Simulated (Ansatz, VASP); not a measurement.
# Bi: VASP beside Ansatz

File POSCAR:

```
Bi
1.0
    2.2611931464      1.3055004718      4.0217690962
   -2.2611931464      1.3055004718      4.0217690962
    0.0000000000     -2.6110009436      4.0217690962
Bi
2
Direct
    0.2327530106      0.2327530106      0.2327530106
    0.7672469894      0.7672469894      0.7672469894
```

The input INCAR.step1:

```
SYSTEM = Bi
  PREC = Accurate
  ENCUT = 520
  ISMEAR = -1
  SIGMA = 0.02
  LREAL = .False.
  LASPH = .True.
  NELM = 100
  NBANDS = 22
  GGA = PE
  ALGO = Normal
  EDIFF = 1E-4
  LWAVE = .True.
  LCHARG = .False.
```

File INCAR.step2:

```
SYSTEM = Bi
  PREC = Accurate
  ENCUT = 520
  EDIFF = 1E-7
  ISMEAR = -1
  SIGMA = 0.02
  LREAL = .False.
  LASPH = .True.
  NELM = 100
  ALGO = Normal
  ISIF = 2
  LWAVE = .False.
  LCHARG = .False.
  METAGGA = R2SCAN
  LMIXTAU = .True.
  NBANDS = 22
  ISTART = 1
```

File KPOINTS:

```
Automatic mesh
0
Gamma
  8 8 8
  0 0 0
```

Input for Ansatz:

```yaml
crystal:
  lattice:
    - [2.2611931464, 1.3055004718, 4.0217690962]
    - [-2.2611931464, 1.3055004718, 4.0217690962]
    - [0.0, -2.6110009436, 4.0217690962]
  atoms:
    - { symbol: Bi, position: [0.2327530106, 0.2327530106, 0.2327530106] }
    - { symbol: Bi, position: [0.7672469894, 0.7672469894, 0.7672469894] }
kpoints:
  mp_grid: { grid: [8, 8, 8] }
  band_path:
    path:
      - [0.0, 0.0, 0.0]
      - [0.5, 0.5, 0.5]
      - [0.7630862104, 0.2369137896, 0.5]
      - [0.5, -0.2369137896, 0.2369137896]
      - [0.5, 0.0, 0.0]
      - [0.3684568948, -0.3684568948, 0.0]
      - [0.6315431052, 0.0, 0.3684568948]
      - [0.5, 0.0, 0.5]
      - [0.5526172421, 0.4473827579, 0.5]
    npoints: 1
hamiltonian:
  xc: r2scan
scf:
  occupations: { method: fermi_dirac, width: 0.02 }
  n_extra_bands: 4
output:
  forces: true
  stress: true
  eigenvalues: true
```

Alike in both runs: task single point; functional r2SCAN; k mesh 8 × 8 × 8; occupations fermi-dirac, width 0.02 eV; no spin polarisation.

|  | VASP | Ansatz |
| --- | --- | --- |
| version | VASP 6.6.1 | Ansatz 0.2.0 |
| potentials or method | VASP PAW PBE potentials, release 64 (Bi_d) | plane waves, PAW |
| plane-wave cutoff (eV) | 520 | 500 |
| valence electrons in the cell | 30 | 30 |

```csv
,VASP,Ansatz,Ansatz less VASP
pressure (GPa),0.9,1.0,+0.04
"traceless stress, the component that is largest in VASP (GPa)",0.05,0.05,+0.002
rms of the force components (eV/Å),0.027,0.022,-0.0050
```

VASP's potentials were made for PBE, not for r2SCAN. Atom by atom the forces differ by 0.005 eV/Å (rms over components).

Spin-orbit coupling is off throughout.
